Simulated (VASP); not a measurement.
# CaB6 (Pm-3m) in VASP: further runs

Runs on CaB6. Level: PBEsol. Tasks: relaxation of the atoms, relaxation of cell and atoms.

Everything below comes from runs of VASP 6.6.1. Logs are shortened: lines on timing, memory, paths and dates and some standing lists are left out, and cuts for length are marked.

## 1. The cell of the first run

The structure is cubic, space group Pm-3m (No. 221). Conventional cell: a = 4.086 Å, b = 4.086 Å, c = 4.086 Å, α = 90.00°, β = 90.00°, γ = 90.00°. Within 4.1 Å of Ca (site symmetry m-3m) lie 24 B at 3.00 Å and 6 Ca at 4.09 Å. Within 2.2 Å of B (site symmetry 4mm) lie 5 B at 1.65 to 1.72 Å.

## 2. Relaxation of the atoms, PBEsol (9.74 Å³/atom)

The input, INCAR:

```
PREC = Accurate
ENCUT = 520
EDIFF = 1E-6
ISMEAR = 0
SIGMA = 0.1
LREAL = False
LASPH = True
NELM = 100
ALGO = Normal
ISIF = 2
LWAVE = False
LCHARG = False
GGA = PS
IBRION = 2
NSW = 50
EDIFFG = -0.01
```

The input, KPOINTS:

```
regular mesh
0
Gamma
  10 10 10
```

The input, POSCAR:

```
CaB6
1.0
    4.0856458157      0.0000000000      0.0000000000
    0.0000000000      4.0856458157      0.0000000000
    0.0000000000      0.0000000000      4.0856458157
Ca B
1 6
Direct
    0.5000000000      0.5000000000      0.5000000000
    0.0000000000      0.0000000000      0.2983843340
    0.0000000000      0.0000000000      0.7016156660
    0.2983843340      0.0000000000      0.0000000000
    0.7016156660      0.0000000000      0.0000000000
    0.0000000000      0.2983843340      0.0000000000
    0.0000000000      0.7016156660      0.0000000000
```

Potentials or basis: VASP PAW PBE potentials, release 64 (Ca_sv, B).

The run is started by

```console
cat potpaw_PBE.64/Ca_sv/POTCAR potpaw_PBE.64/B/POTCAR > POTCAR
mpirun -np 1 vasp_std > vasp.out
```

OUTCAR:

```text
PREC = Accurate
   ENCUT = 520
   EDIFF = 1E-6
   ISMEAR = 0
   LREAL = False
   LASPH = True
   NELM = 100
   ISIF = 2
   GGA = PS
   IBRION = 2
   NSW = 50
   EDIFFG = -0.01

 ion  position               nearest neighbor table
   1  0.500  0.500  0.500-
   2  0.000  0.000  0.298-   3 1.65   4 1.72   5 1.72   6 1.72   7 1.72
   3  0.000  0.000  0.702-   2 1.65   4 1.72   5 1.72   6 1.72   7 1.72
   4  0.298  0.000  0.000-   5 1.65   3 1.72   2 1.72   6 1.72   7 1.72
   5  0.702  0.000  0.000-   4 1.65   3 1.72   2 1.72   6 1.72   7 1.72
   6  0.000  0.298  0.000-   7 1.65   3 1.72   4 1.72   5 1.72   2 1.72
   7  0.000  0.702  0.000-   6 1.65   3 1.72   4 1.72   5 1.72   2 1.72

  LATTYP: Found a simple cubic cell.
 ALAT       =     4.0856458157

  Lattice vectors:

 A1 = (   4.0856458157,   0.0000000000,   0.0000000000)
 A2 = (   0.0000000000,   4.0856458157,   0.0000000000)
 A3 = (   0.0000000000,   0.0000000000,   4.0856458157)

Analysis of symmetry for initial positions (statically):
=====================================================================
 Subroutine PRICEL returns:
 Original cell was already a primitive cell.

 Routine SETGRP: Setting up the symmetry group for a
 simple cubic supercell.

 Subroutine GETGRP returns: Found 48 space group operations
 (whereof 48 operations were pure point group operations)
 out of a pool of 48 trial point group operations.

The static configuration has the point symmetry O_h .

Analysis of symmetry for dynamics (positions and initial velocities):
=====================================================================
 Subroutine PRICEL returns:
 Original cell was already a primitive cell.

 Routine SETGRP: Setting up the symmetry group for a
 simple cubic supercell.

 Subroutine GETGRP returns: Found 48 space group operations
 (whereof 48 operations were pure point group operations)
 out of a pool of 48 trial point group operations.

The dynamic configuration has the point symmetry O_h .

 Subroutine INISYM returns: Found 48 space group operations
 (whereof 48 operations are pure point group operations),
 and found     1 'primitive' translations

----------------------------------------------------------------------------------------

                                     Primitive cell

  volume of cell :      68.1996

  direct lattice vectors                    reciprocal lattice vectors
[... 101 lines left out ...]
   IBRION =      2    ionic relax: 0-MD 1-quasi-New 2-CG
   NFREE  =      1    steps in history (QN), initial steepest desc. (CG)
   ISIF   =      2    stress and relaxation
   ISYM   =      2    0-nonsym 1-usesym 2-fastsym
   POTIM  = 0.5000    time-step for ionic-motion
   TEBEG  =    0.0;   TEEND  =   0.0 temperature during run
   PSTRESS=    0.0 pullay stress
   NELECT =      28.0000    total number of electrons
   NUPDOWN=      -1.0000    fix difference up-down
   EMIN   =  10.00;   EMAX   =-10.00  energy-range for DOS
   EFERMI =   0.00;   METHOD = LEGACY
   ISMEAR =     0;   SIGMA  =   0.10  broadening in eV -4-tet -1-fermi 0-gaus
   EFERMI_NEDOS =   21; number of points for ismear=-14 and -15
   IALGO  =     38    algorithm
   IMIX   =      4    mixing-type and parameters
     AMIX     =   0.40;   BMIX     =  1.00
     AMIX_MAG =   1.60;   BMIX_MAG =  1.00
  volume/ion in A,a.u.               =       9.74        65.75
  Fermi-wavevector in a.u.,A,eV,Ry     =   1.216747  2.299318 20.143047  1.480472
  Thomas-Fermi vector in A             =   2.352090
   LORBIT       =      0    0 simple, 1 ext, 2 COOP (PROOUT), +10 PAW based schemes
   GGA     = PS    functional components
   LHFCALC =     F    Hartree Fock is set to
   AEXX    =    0.0000 exact exchange contribution
   IVDW    =     0    specifies the selected vdW correction
   LEPSILON=     F    determine dielectric tensor
   LRPA    =     F    only Hartree local field effects (RPA)
 conjugate gradient relaxation of ions
 non-spin polarized calculation
 Gauss-broadening in eV      SIGMA  =   0.10
  energy-cutoff  :      520.00
  volume of cell :       68.20
 maximum number of plane-waves:      1861
   NGX = 15   NGY = 15   NGZ = 15

--------------------------------------- Ionic step        1  -------------------------------------------

 number of electron      28.0000006 magnetization

 Free energy of the ion-electron system (eV)
  ---------------------------------------------------
  ext. energy  EPLUGINS =         0.00000000
  ---------------------------------------------------
  free energy    TOTEN  =       -47.06821814 eV

  energy without entropy =      -47.06729661  energy(sigma->0) =      -47.06775737

------------------------ aborting loop because EDIFF is reached ----------------------------------------

  FORCE on cell =-STRESS in cart. coord.  units (eV):
  Direction    XX          YY          ZZ          XY          YZ          ZX
  --------------------------------------------------------------------------------------
  -------------------------------------------------------------------------------------
  Total        2.3039357      2.3039357      2.3039357      0.0000000      0.0000000     -0.0000000
  in kB       54.1251096     54.1251096     54.1251096      0.0000000      0.0000000     -0.0000000
  external PRESSURE =      54.1251096 kB  Pullay stress =       0.0000000 kB
[... 69 lines left out ...]
--------------------------------------- Ionic step        3  -------------------------------------------

 number of electron      28.0000006 magnetization

 Free energy of the ion-electron system (eV)
  ---------------------------------------------------
  ext. energy  EPLUGINS =         0.00000000
  ---------------------------------------------------
  free energy    TOTEN  =       -47.06981505 eV

  energy without entropy =      -47.06891295  energy(sigma->0) =      -47.06936400

 E-fermi :   4.8716     XC(G=0): -10.8906

 val. band max:        4.8105610447   @ k =   0.3000   0.0000   0.0000
 cond. band min:       4.9268322549   @ k =   0.4000   0.0000   0.0000
 fundamental gap:      0.1162712102
 Fermi energy:         4.8716206305

 k-point     1 :       0.0000    0.0000    0.0000
  band No.  band energies     occupation
      1     -35.8775      2.00000
      2     -16.9559      2.00000
      3     -16.9559      2.00000
      4     -16.9559      2.00000
      5      -9.8211      2.00000
      6      -2.2368      2.00000
[... 481 lines left out ...]
      5      -9.5107      2.00000
      6      -4.0851      2.00000
[... 10 lines left out ...]
     17       8.5256      0.00000
     18       8.9918      0.00000

 [... further k-points ...]
[... 5 lines left out ...]
  --------------------------------------------------------------------------------------
  -------------------------------------------------------------------------------------
  Total        2.2168704      2.2168704      2.2168704      0.0000000      0.0000000      0.0000000
  in kB       52.0797318     52.0797318     52.0797318      0.0000000      0.0000000      0.0000000
  external PRESSURE =      52.0797318 kB  Pullay stress =       0.0000000 kB
[... 22 lines left out ...]
  FREE ENERGIE OF THE ION-ELECTRON SYSTEM (eV)
  ---------------------------------------------------
  free  energy   TOTEN  =       -47.0698150502 eV

  energy  without entropy=      -47.0689129475  energy(sigma->0) =      -47.06936400

 reached required accuracy - stopping structural energy minimisation
```

OSZICAR:

```text
N       E                     dE             d eps       ncg     rms          rms(c)
DAV:   1     0.156571144037E+03    0.15657E+03   -0.13601E+04  2016   0.146E+03
DAV:   2    -0.446651673522E+02   -0.20124E+03   -0.19724E+03  2674   0.341E+02
DAV:   3    -0.523360053944E+02   -0.76708E+01   -0.76577E+01  3644   0.624E+01
[... 23 lines left out ...]
DAV:   2    -0.470703496834E+02    0.20801E-02   -0.13292E-02  2926   0.764E-01    0.123E-01
DAV:   3    -0.470698228751E+02    0.52681E-03   -0.37643E-03  2376   0.307E-01    0.253E-02
DAV:   4    -0.470698195264E+02    0.33487E-05   -0.43745E-04  2446   0.128E-01    0.198E-02
DAV:   5    -0.470698157278E+02    0.37986E-05   -0.44299E-05  2498   0.391E-02    0.392E-03
DAV:   6    -0.470698150502E+02    0.67760E-06   -0.40462E-06  2532   0.136E-02
   3 F= -.47069815E+02 E0= -.47069364E+02  d E =-.159691E-02
```

CONTCAR:

```text
CaB6
   1.00000000000000
     4.0856458157000004    0.0000000000000000    0.0000000000000000
     0.0000000000000000    4.0856458157000004    0.0000000000000000
     0.0000000000000000    0.0000000000000000    4.0856458157000004
  Ca              B
     1     6
Direct
     0.5000000000000000    0.5000000000000000    0.5000000000000000
     0.0000000000000000    0.0000000000000000    0.2990486652732602
     0.0000000000000000    0.0000000000000000    0.7009513347267399
     0.2990486652732602    0.0000000000000000    0.0000000000000000
     0.7009513347267399    0.0000000000000000    0.0000000000000000
     0.0000000000000000    0.2990486652732602    0.0000000000000000
     0.0000000000000000    0.7009513347267399    0.0000000000000000

  0.00000000E+00  0.00000000E+00  0.00000000E+00
  0.00000000E+00  0.00000000E+00  0.00000000E+00
  0.00000000E+00  0.00000000E+00  0.00000000E+00
  0.00000000E+00  0.00000000E+00  0.00000000E+00
  0.00000000E+00  0.00000000E+00  0.00000000E+00
  0.00000000E+00  0.00000000E+00  0.00000000E+00
  0.00000000E+00  0.00000000E+00  0.00000000E+00
```

Run time: 3.5 min. Hardware: 1 thread of Intel Xeon 8259CL, shared host; peak memory 0.21 GiB.

Results:

```yaml
Free_energy: -47.0698 eV
Energy_gained_by_relaxing: 0.2 meV/atom
Ionic_steps: 3
Pressure_after_relaxing: 5.2 GPa
Band_gap_on_the_k_mesh: 0.12 eV (least direct gap 0.13 eV)
```

The path:
| step | energy change (eV) | largest force (eV/Å) | pressure (GPa) |
| --- | --- | --- | --- |
| 1 | 0.0000 | 0.1952 | 5.41 |
| 2 | 0.0082 | 0.4866 | 4.77 |
| 3 | -0.0016 | 0.0013 | 5.21 |

Final structure:
```
CELL_PARAMETERS angstrom
4.08565 0.00000 0.00000
0.00000 4.08565 0.00000
0.00000 0.00000 4.08565
ATOMIC_POSITIONS crystal
Ca 0.50000 0.50000 0.50000
B 0.00000 0.00000 0.29905
B 0.00000 0.00000 0.70095
B 0.29905 0.00000 0.00000
B 0.70095 0.00000 0.00000
B 0.00000 0.29905 0.00000
B 0.00000 0.70095 0.00000
```

Caveat: the PAW data sets were made with another functional, which shifts forces and pressure a little. A k mesh can miss the band edges.

(Continued in part 2 of 2.)
